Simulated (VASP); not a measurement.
**B33N32 (a cell with a defect): single point with r2SCAN**

System: B33N32 (a cell with a defect).

```
B N
1.0
     7.21159    0.00000    0.00000
     0.00000    7.21159    0.00000
     0.00000    0.00000    7.21159
B N
33 32
Cartesian
  7.2090 0.0004 0.0060
  7.2097 0.0012 3.6130
  7.2080 3.6055 0.0109
  7.2095 3.6071 3.6041
  3.6024 7.2111 0.0111
  3.6042 0.0008 3.6042
  3.6032 3.6061 7.1913
  3.1055 3.1084 3.4110
  1.7808 1.7839 7.2075
  1.7031 1.7060 3.6295
  1.8123 5.3969 7.2107
  1.7957 5.4141 3.6363
  5.3939 1.8153 7.2107
  5.4109 1.7989 3.6363
  5.4239 5.4270 7.2097
  5.5047 5.5073 3.6322
  1.7940 7.1911 1.8005
  1.7937 7.1941 5.4225
  1.7751 3.5561 1.7686
  1.7696 3.5834 5.4307
  5.4123 0.0220 1.8003
  5.4132 0.0186 5.4234
  5.4282 3.6562 1.7736
  5.4371 3.6296 5.4316
  7.1880 1.7967 1.8006
  7.1912 1.7970 5.4224
  0.0191 5.4157 1.8002
  0.0155 5.4160 5.4233
  3.5534 1.7787 1.7691
  3.5804 1.7722 5.4310
  3.6529 5.4307 1.7741
  3.6265 5.4405 5.4320
  4.1041 4.1074 3.4162
  0.8924 0.8953 0.9093
  0.8559 0.8587 4.5255
  0.9122 4.5019 0.9069
  0.9074 4.5008 4.5135
  4.4990 0.9151 0.9071
  4.4979 0.9105 4.5135
  4.5179 4.5209 0.8841
  4.6710 4.6741 4.5854
  2.6919 2.6947 0.8820
  2.5453 2.5483 4.5839
  2.7113 6.3011 0.9091
  2.7131 6.3061 4.5132
  6.2984 2.7141 0.9090
  6.3033 2.7159 4.5132
  6.3178 6.3206 0.9097
  6.3561 6.3589 4.5258
  2.6796 0.8704 2.7044
  2.6962 0.8798 6.3302
  2.7154 4.4935 2.6936
  2.7160 4.4970 6.2945
  6.3004 0.9133 2.7123
  6.3005 0.9133 6.3262
  6.3446 4.5329 2.7046
  6.3322 4.5169 6.3316
  0.8676 2.6827 2.7043
  0.8771 2.6992 6.3302
  0.9104 6.3032 2.7123
  0.9104 6.3033 6.3262
  4.4913 2.7193 2.6935
  4.4941 2.7189 6.2945
  4.5303 6.3474 2.7048
  4.5141 6.3353 6.3317
```

* Program: VASP 6.6.1
* Task: single point
* Functional: r2SCAN
* Potentials or basis: VASP PAW PBE potentials, release 64 (B, N)
* Cutoff: 520 eV
* k mesh: 1 × 1 × 1, shifted
* Occupations: fermi-dirac, width 0.05 eV
* Spin: no spin polarisation
* Dipole correction: no
* Charge: 1
* Further INCAR settings: LREAL = Auto; ALGO = Normal; EDIFF = 1e-06; NBANDS = 168; ISYM = 0; NELECT = 258.0

```yaml
Largest_force: 0.786 eV/Å
```

Forces in eV/Å, atoms in the order of the input:
```
B    0.049  0.045  0.085
B    0.050  0.044  0.155
B    0.057  0.059  0.039
B    0.051  0.021  0.057
B    0.063  0.053  0.037
B    0.020  0.053  0.056
B    0.040  0.040 -0.004
B    0.399  0.400  0.547
B    0.059  0.051  0.051
B    0.074  0.076  0.108
B    0.046  0.072  0.058
B    0.015  0.062  0.057
B    0.076  0.044  0.058
B    0.076  0.013  0.055
B    0.070  0.067  0.046
B    0.098  0.104  0.013
B    0.034  0.030  0.069
B    0.041  0.037  0.064
B    0.024  0.049 -0.011
B    0.043  0.034  0.016
B    0.074  0.047  0.072
B    0.059  0.055  0.065
B    0.102 -0.015 -0.073
B    0.077  0.052  0.027
B    0.036  0.041  0.068
B    0.041  0.031  0.068
B    0.048  0.059  0.075
B    0.059  0.061  0.069
B    0.045  0.014 -0.019
B    0.033  0.053  0.008
B   -0.005  0.106 -0.079
B    0.057  0.065  0.018
B   -0.337 -0.341  0.461
N   -0.049 -0.050 -0.061
N   -0.069 -0.062 -0.116
N   -0.045 -0.088 -0.025
N   -0.048 -0.050 -0.049
N   -0.089 -0.038 -0.025
N   -0.050 -0.050 -0.045
N   -0.046 -0.046 -0.006
N   -0.233 -0.232 -0.253
N   -0.058 -0.052 -0.012
N   -0.067 -0.075 -0.249
N   -0.006 -0.082 -0.052
N   -0.037 -0.062 -0.057
N   -0.084 -0.001 -0.054
N   -0.068 -0.030 -0.061
N   -0.051 -0.044 -0.063
N   -0.048 -0.046 -0.098
N   -0.040 -0.047 -0.073
N   -0.043 -0.026 -0.033
N   -0.042  0.099 -0.147
N   -0.009 -0.052 -0.043
N   -0.090 -0.016 -0.080
N   -0.067 -0.042 -0.068
N   -0.083 -0.001 -0.048
N   -0.044 -0.063 -0.051
N   -0.056 -0.051 -0.076
N   -0.029 -0.038 -0.038
N   -0.018 -0.079 -0.082
N   -0.048 -0.064 -0.067
N    0.084 -0.053 -0.144
N   -0.057 -0.010 -0.043
N   -0.014 -0.088 -0.048
N   -0.068 -0.039 -0.049
```

Levels at points of the mesh, in eV from the Fermi level:
```csv
k point,band 125,band 126,band 127,band 128,band 129,band 130,band 131,band 132,band 133,band 134
"(0.25, 0.25, 0.25)",-4.65,-4.58,-3.85,-3.80,-0.99,1.02,2.77,2.78,3.48,3.97
```

It took 26 min on 1 thread of Intel(R) Xeon(R) Platinum 8488C (Sapphire Rapids), with other jobs on the host, peak memory 0.52 GiB.

Caveat: the cell carries a net charge on a neutralising background, which shifts energy and pressure; the cell is charged against a uniform background, so pressure and absolute levels hang on convention; the PAW data sets were made with another functional, which shifts forces and pressure a little.
